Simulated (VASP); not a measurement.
Wanted: the native input for a VASP 6.6.1 run.

```
Task                   : single point
Functional             : PBE
Potentials or basis    : VASP PAW PBE potentials, release 64 (Ta_pv, N)
Cutoff                 : 520 eV
k mesh                 : 15 × 15 × 8
Occupations            : gaussian, width 0.02 eV
Spin                   : no spin polarisation
Dipole correction      : no
Further INCAR settings : ALGO = Normal; EDIFF = 1e-06; NBANDS = 24
```

The structure of TaN lies in POSCAR:

```
TaN
1.0
    3.0500010905      0.0000000000      0.0000000000
   -1.5250005453      2.6413784260      0.0000000000
    0.0000000000      0.0000000000      4.9400000000
Ta N
2 2
Direct
    0.3333333333      0.6666666667      0.0000000000
    0.6666666667      0.3333333333      0.5000000000
    0.3333333333      0.6666666667      0.3850000000
    0.6666666667      0.3333333333      0.8850000000
```

The input as run:

INCAR

```
PREC     = Accurate       # precision mode
ENCUT    = 520            # plane-wave cutoff, eV
EDIFF    = 1E-6           # SCF threshold, eV
ISMEAR   = 0              # smearing method
SIGMA    = 0.02           # smearing width, eV
LREAL    = F              # projectors in reciprocal space
LASPH    = T              # aspherical terms in the spheres
NELM     = 80             # most SCF steps
ALGO     = Normal         # electronic algorithm
ISIF     = 2              # what is computed and relaxed
LWAVE    = F              # write WAVECAR
LCHARG   = F              # write CHGCAR
GGA      = PE             # functional
NBANDS   = 24             # bands
```

KPOINTS

```
Automatic mesh
0
Gamma
  15 15 8
```

Potentials or basis: VASP PAW PBE potentials, release 64 (Ta_pv, N).

Command:

```sh
$ cat potpaw_PBE.64/Ta_pv/POTCAR potpaw_PBE.64/N/POTCAR > POTCAR
$ mpirun -np 1 vasp_std > vasp.out
```

Results of the run:

| Quantity | Value |
| --- | --- |
| Pressure | 140.3 GPa |
| Largest force | 2.409 eV/Å |
| Band gap on the k mesh | zero (band 16 reaches 11.00 eV, above the bottom of band 17 at 8.14 eV) |

Caveat: spin-orbit coupling is left out, which moves the levels of the heavy elements; forces of over 1 eV/Å act on the atoms, so gaps and moduli don't describe the material at rest.

Wall time 33 s on 1 thread of Intel(R) Xeon(R) 6975P-C (Granite Rapids), on a shared host, peak memory 0.24 GiB.
